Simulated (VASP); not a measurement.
# TePb (Pm-3m) in VASP: further runs

The runs below take TePb through single point, with PBE, revPBE+D4.

Program: VASP 6.6.1. These are calculated values, not measurements. Logs are shortened: lines on timing, memory, paths and dates and some standing lists are left out, and cuts for length are marked.

### 1 The cell of the first run

It takes space group Pm-3m (No. 221, cubic). The conventional cell has a = 4.002 Å, b = 4.002 Å, c = 4.002 Å, α = 90.00°, β = 90.00°, γ = 90.00°. Within 4.6 Å of Pb (site symmetry m-3m) lie 8 Te at 3.47 Å and 6 Pb at 4.00 Å. Te (site symmetry m-3m) has 8 Pb at 3.47 Å and 6 Te at 4.00 Å within 4.6 Å.

### 2 Single point, PBE

Contents of INCAR:

```
  ALGO = Normal
  EDIFF = 1E-6
  ENCUT = 520
  GGA = PE
  ISIF = 2
  ISMEAR = 0
  LASPH = True
  LCHARG = True
  LELF = True
  LREAL = False
  LVHAR = True
  LWAVE = False
  NBANDS = 17
  NELM = 60
  PREC = Accurate
  SIGMA = 0.018000000000000002
```

Contents of KPOINTS:

```
k-points
0
Gamma
  7 7 7
```

Contents of POSCAR:

```
TePb
1.0
    4.0022870000      0.0000000000      0.0000000000
    0.0000000000      4.0022870000      0.0000000000
    0.0000000000      0.0000000000      4.0022870000
Pb Te
1 1
Direct
    0.0000000000      0.0000000000      0.0000000000
    0.5000000000      0.5000000000      0.5000000000
```

Potentials or basis: VASP PAW PBE potentials, release 64 (Pb_d, Te).

Started as:

```console
cat potpaw_PBE.64/Pb_d/POTCAR potpaw_PBE.64/Te/POTCAR > POTCAR
mpirun -np 1 vasp_std > vasp.out
```

OUTCAR:

```text
EDIFF = 1E-6
   ENCUT = 520
   GGA = PE
   ISIF = 2
   ISMEAR = 0
   LASPH = True
   LREAL = False
   NELM = 60
   PREC = Accurate

 ion  position               nearest neighbor table
   1  0.000  0.000  0.000-   2 3.47   2 3.47   2 3.47   2 3.47   2 3.47   2 3.47   2 3.47   2 3.47

   2  0.500  0.500  0.500-   1 3.47   1 3.47   1 3.47   1 3.47   1 3.47   1 3.47   1 3.47   1 3.47

  LATTYP: Found a simple cubic cell.
 ALAT       =     4.0022870000

  Lattice vectors:

 A1 = (   4.0022870000,   0.0000000000,   0.0000000000)
 A2 = (   0.0000000000,   4.0022870000,   0.0000000000)
 A3 = (   0.0000000000,   0.0000000000,   4.0022870000)

Analysis of symmetry for initial positions (statically):
=====================================================================
 Subroutine PRICEL returns:
 Original cell was already a primitive cell.

 Routine SETGRP: Setting up the symmetry group for a
 simple cubic supercell.

 Subroutine GETGRP returns: Found 48 space group operations
 (whereof 48 operations were pure point group operations)
 out of a pool of 48 trial point group operations.

The static configuration has the point symmetry O_h .

Analysis of symmetry for dynamics (positions and initial velocities):
=====================================================================
 Subroutine PRICEL returns:
 Original cell was already a primitive cell.

 Routine SETGRP: Setting up the symmetry group for a
 simple cubic supercell.

 Subroutine GETGRP returns: Found 48 space group operations
 (whereof 48 operations were pure point group operations)
 out of a pool of 48 trial point group operations.

The dynamic configuration has the point symmetry O_h .

 Subroutine INISYM returns: Found 48 space group operations
 (whereof 48 operations are pure point group operations),
 and found     1 'primitive' translations

----------------------------------------------------------------------------------------

                                     Primitive cell

  volume of cell :      64.1098

  direct lattice vectors                    reciprocal lattice vectors
     4.002287000  0.000000000  0.000000000     0.249857144  0.000000000  0.000000000
     0.000000000  4.002287000  0.000000000     0.000000000  0.249857144  0.000000000
     0.000000000  0.000000000  4.002287000     0.000000000  0.000000000  0.249857144

  length of vectors
[... 75 lines left out ...]
   ENCUT  =  520.0 eV  38.22 Ry    6.18 a.u.   7.44  7.44  7.44*2*pi/ulx,y,z
   NELM   =     60;   NELMIN=  2; NELMDL= -5     # of ELM steps
   EDIFF  = 0.1E-05   stopping-criterion for ELM
   LREAL  =      F    real-space projection
   EDIFFG = 0.1E-04   stopping-criterion for IOM
   NSW    =      0    number of steps for IOM
   IBRION =     -1    ionic relax: 0-MD 1-quasi-New 2-CG
   NFREE  =      0    steps in history (QN), initial steepest desc. (CG)
   ISIF   =      2    stress and relaxation
   ISYM   =      2    0-nonsym 1-usesym 2-fastsym
   POTIM  = 0.5000    time-step for ionic-motion
   TEBEG  =    0.0;   TEEND  =   0.0 temperature during run
   PSTRESS=    0.0 pullay stress
   NELECT =      20.0000    total number of electrons
   NUPDOWN=      -1.0000    fix difference up-down
   EMIN   =  10.00;   EMAX   =-10.00  energy-range for DOS
   EFERMI =   0.00;   METHOD = LEGACY
   ISMEAR =     0;   SIGMA  =   0.02  broadening in eV -4-tet -1-fermi 0-gaus
   EFERMI_NEDOS =   21; number of points for ismear=-14 and -15
   IALGO  =     38    algorithm
   IMIX   =      4    mixing-type and parameters
     AMIX     =   0.40;   BMIX     =  1.00
     AMIX_MAG =   1.60;   BMIX_MAG =  1.00
  volume/ion in A,a.u.               =      32.05       216.32
  Fermi-wavevector in a.u.,A,eV,Ry     =   1.110307  2.098177 16.773027  1.232783
  Thomas-Fermi vector in A             =   2.246857
   LORBIT       =      0    0 simple, 1 ext, 2 COOP (PROOUT), +10 PAW based schemes
   GGA     = PE    functional components
   LHFCALC =     F    Hartree Fock is set to
   AEXX    =    0.0000 exact exchange contribution
   IVDW    =     0    specifies the selected vdW correction
   LEPSILON=     F    determine dielectric tensor
   LRPA    =     F    only Hartree local field effects (RPA)
 non-spin polarized calculation
 Gauss-broadening in eV      SIGMA  =   0.02
  energy-cutoff  :      520.00
  volume of cell :       64.11
 maximum number of plane-waves:      1751
 NGX is ok and might be reduce to    30
   NGX = 15   NGY = 15   NGZ = 15

 number of electron      20.0000009 magnetization

 Free energy of the ion-electron system (eV)
  ---------------------------------------------------
  ext. energy  EPLUGINS =         0.00000000
  ---------------------------------------------------
  free energy    TOTEN  =        -7.05196128 eV

  energy without entropy =       -7.05066746  energy(sigma->0) =       -7.05131437

 E-fermi :   6.4012     XC(G=0):  -9.6814

 val. band max:        6.3992965254   @ k =   0.4286   0.2857   0.0000
 cond. band min:       6.4089556680   @ k =   0.4286   0.4286   0.2857
 fundamental gap:      0.0096591426
 Fermi energy:         6.4012481007

 k-point     1 :       0.0000    0.0000    0.0000
  band No.  band energies     occupation
      1     -10.7872      2.00000
      2     -10.7872      2.00000
      3     -10.7039      2.00000
      4     -10.7039      2.00000
      5     -10.7039      2.00000
      6      -5.7664      2.00000
[... 377 lines left out ...]
      4     -10.6807      2.00000
      5     -10.6807      2.00000
      6      -3.3802      2.00000
[... 9 lines left out ...]
     16      18.8139      0.00000
     17      20.8015      0.00000

------------------------ aborting loop because EDIFF is reached ----------------------------------------

  FORCE on cell =-STRESS in cart. coord.  units (eV):
  Direction    XX          YY          ZZ          XY          YZ          ZX
  --------------------------------------------------------------------------------------
  -------------------------------------------------------------------------------------
  Total        0.0182657      0.0182657      0.0182657     -0.0000000     -0.0000000      0.0000000
  in kB        0.4564813      0.4564813      0.4564813     -0.0000000     -0.0000000      0.0000000
  external PRESSURE =       0.4564813 kB  Pullay stress =       0.0000000 kB

 VOLUME and BASIS-vectors are now :
 -----------------------------------------------------------------------------
  energy-cutoff  :      520.00
  volume of cell :       64.11
      direct lattice vectors                 reciprocal lattice vectors
     4.002287000  0.000000000  0.000000000     0.249857144  0.000000000  0.000000000
     0.000000000  4.002287000  0.000000000     0.000000000  0.249857144  0.000000000
     0.000000000  0.000000000  4.002287000     0.000000000  0.000000000  0.249857144

 POSITION                                       TOTAL-FORCE (eV/Angst)
 -----------------------------------------------------------------------------------
      0.00000      0.00000      0.00000         0.000000      0.000000      0.000000
      2.00114      2.00114      2.00114         0.000000      0.000000      0.000000
 -----------------------------------------------------------------------------------
    total drift:                                0.000000     -0.000000     -0.000000

  FREE ENERGIE OF THE ION-ELECTRON SYSTEM (eV)
  ---------------------------------------------------
  free  energy   TOTEN  =        -7.0519612849 eV

  energy  without entropy=       -7.0506674647  energy(sigma->0) =       -7.05131437
```

Run time: 16 s. Hardware: 1 thread of Intel Xeon 6975P-C (Granite Rapids), shared host; peak memory 0.17 GiB.

What came out:

```yaml
Free_energy: -7.0520 eV
Pressure: 0.0 GPa
Band_gap_on_the_k_mesh: zero (band 10 reaches 6.57 eV, above the bottom of band 11 at 5.77 eV)
```

Caveat: spin-orbit coupling is left out, which moves the levels of the heavy elements.

### 3 Single point, revPBE+D4

This run uses another cell than the first one, of 32.44 Å³/atom, 1.012 times its volume.

Contents of INCAR:

```
SYSTEM = TePb
PREC = Accurate ; ENCUT = 520
EDIFF = 1E-6 ; ISMEAR = -1
SIGMA = 0.05 ; LREAL = .FALSE.
LASPH = .TRUE. ; NELM = 100
ALGO = Normal ; ISIF = 2
LWAVE = .FALSE. ; LCHARG = .TRUE.
GGA = RE ; IVDW = 13
LELF = .TRUE. ; LVHAR = .TRUE.
NBANDS = 17
```

Contents of KPOINTS:

```
regular mesh
0
G
  7 7 7
  0 0 0
```

Contents of POSCAR:

```
TePb
1.0
    4.0182025116      0.0000000000      0.0000000000
    0.0000000000      4.0182025116      0.0000000000
    0.0000000000      0.0000000000      4.0182025116
Pb Te
1 1
Direct
    0.0000000000      0.0000000000      0.0000000000
    0.5000000000      0.5000000000      0.5000000000
```

Potentials or basis: VASP PAW PBE potentials, release 64 (Pb_d, Te).

Started as:

```console
cat potpaw_PBE.64/Pb_d/POTCAR potpaw_PBE.64/Te/POTCAR > POTCAR
mpirun -np 1 vasp_std > vasp.out
```

OUTCAR:

```text
SYSTEM = TePb
   PREC = Accurate
   ENCUT = 520
   EDIFF = 1E-6
   ISMEAR = -1
   LREAL = .FALSE.
   LASPH = .TRUE.
   NELM = 100
   ISIF = 2
   GGA = RE
   IVDW = 13

 ion  position               nearest neighbor table
   1  0.000  0.000  0.000-   2 3.48   2 3.48   2 3.48   2 3.48   2 3.48   2 3.48   2 3.48   2 3.48

   2  0.500  0.500  0.500-   1 3.48   1 3.48   1 3.48   1 3.48   1 3.48   1 3.48   1 3.48   1 3.48

  LATTYP: Found a simple cubic cell.
 ALAT       =     4.0182025116

  Lattice vectors:

 A1 = (   4.0182025116,   0.0000000000,   0.0000000000)
 A2 = (   0.0000000000,   4.0182025116,   0.0000000000)
[... 580 lines left out ...]
  DFT-D4 for vdW energy calculation

  Edisp (eV):   -1.45249

  FORCE on cell =-STRESS in cart. coord.  units (eV):
  Direction    XX          YY          ZZ          XY          YZ          ZX
  --------------------------------------------------------------------------------------
  -------------------------------------------------------------------------------------
  Total      -0.01839    -0.01839    -0.01839    -0.00000    -0.00000    -0.00000
  in kB      -0.45408    -0.45408    -0.45408    -0.00000    -0.00000    -0.00000
  external pressure =       -0.45 kB  Pullay stress =        0.00 kB

 VOLUME and BASIS-vectors are now :
 -----------------------------------------------------------------------------
  energy-cutoff  :      520.00
  volume of cell :       64.88
      direct lattice vectors                 reciprocal lattice vectors
     4.018202512  0.000000000  0.000000000     0.248867497  0.000000000  0.000000000
     0.000000000  4.018202512  0.000000000     0.000000000  0.248867497  0.000000000
     0.000000000  0.000000000  4.018202512     0.000000000  0.000000000  0.248867497

 POSITION                                       TOTAL-FORCE (eV/Angst)
 -----------------------------------------------------------------------------------
      0.00000      0.00000      0.00000         0.000000      0.000000      0.000000
      2.00910      2.00910      2.00910         0.000000      0.000000      0.000000
 -----------------------------------------------------------------------------------
    total drift:                                0.000000     -0.000000     -0.000000

  FREE ENERGIE OF THE ION-ELECTRON SYSTEM (eV)
  ---------------------------------------------------
  free  energy   TOTEN  =        -7.8901450218 eV

  energy  without entropy=       -7.8777904686  energy(sigma->0) =       -7.88396775
```

OSZICAR:

```text
N       E                     dE             d eps       ncg     rms          rms(c)
DAV:   1     0.152861328038E+03    0.15286E+03   -0.91865E+03   680   0.116E+03
DAV:   2     0.353404971478E+01   -0.14933E+03   -0.14498E+03   732   0.295E+02
DAV:   3    -0.638316471858E+01   -0.99172E+01   -0.97364E+01   898   0.828E+01
DAV:   4    -0.664197765310E+01   -0.25881E+00   -0.25864E+00   888   0.146E+01
DAV:   5    -0.665225025468E+01   -0.10273E-01   -0.10272E-01   979   0.260E+00    0.347E+00
DAV:   6    -0.644123679827E+01    0.21101E+00   -0.47105E-01   951   0.432E+00    0.226E+00
DAV:   7    -0.643767742366E+01    0.35594E-02   -0.92891E-02   862   0.135E+00    0.102E+00
DAV:   8    -0.644095773612E+01   -0.32803E-02   -0.32225E-02   881   0.138E+00    0.275E-01
DAV:   9    -0.643881576524E+01    0.21420E-02   -0.26783E-02   958   0.992E-01    0.153E-01
DAV:  10    -0.643764889951E+01    0.11669E-02   -0.30085E-03   880   0.357E-01    0.521E-02
DAV:  11    -0.643769188319E+01   -0.42984E-04   -0.66728E-04   807   0.139E-01    0.375E-02
DAV:  12    -0.643767699008E+01    0.14893E-04   -0.49714E-05   764   0.340E-02    0.422E-02
DAV:  13    -0.643766278154E+01    0.14209E-04   -0.16982E-05   891   0.247E-02    0.270E-02
DAV:  14    -0.643765837686E+01    0.44047E-05   -0.16102E-05   877   0.227E-02    0.115E-03
DAV:  15    -0.643765864679E+01   -0.26993E-06   -0.11893E-06   517   0.482E-03
   1 F= -.78901450E+01 E0= -.78839677E+01  d E =-.123546E-01
```

stdout:

```text
POSCAR found type information on POSCAR PbTe
 POSCAR found :  2 types and       2 ions
 scaLAPACK will be used
 -----------------------------------------------------------------------------
|                                                                             |
|                                                                             |
|     You enforced a specific xc type in the INCAR file but a different       |
|     I HOPE YOU KNOW WHAT YOU ARE DOING!                                     |
|                                                                             |
 -----------------------------------------------------------------------------

 LDA part: xc-table for (Slater+PW92), standard interpolation
 POSCAR, INCAR and KPOINTS ok, starting setup
 FFT: planning ... GRIDC
 FFT: planning ... GRID_SOFT
 FFT: planning ... GRID
 WAVECAR not read
 entering main loop
```

Wall time 12 s (1 thread of Intel Xeon 6975P-C (Granite Rapids), shared host); peak memory 0.17 GiB.

Results:

```
Free energy                : -7.8901 eV
Pressure                   : 0.0 GPa
Band gap on the k mesh     : zero (band 10 reaches 6.51 eV, above the bottom of band 11 at 5.77 eV)
Dispersion energy per atom : -0.726 eV
```

Caveat: the PAW data sets were made with another functional, which shifts forces and pressure a little; spin-orbit coupling is left out, which moves the levels of the heavy elements; pairwise dispersion overbinds metals, which lowers pressure and volume.
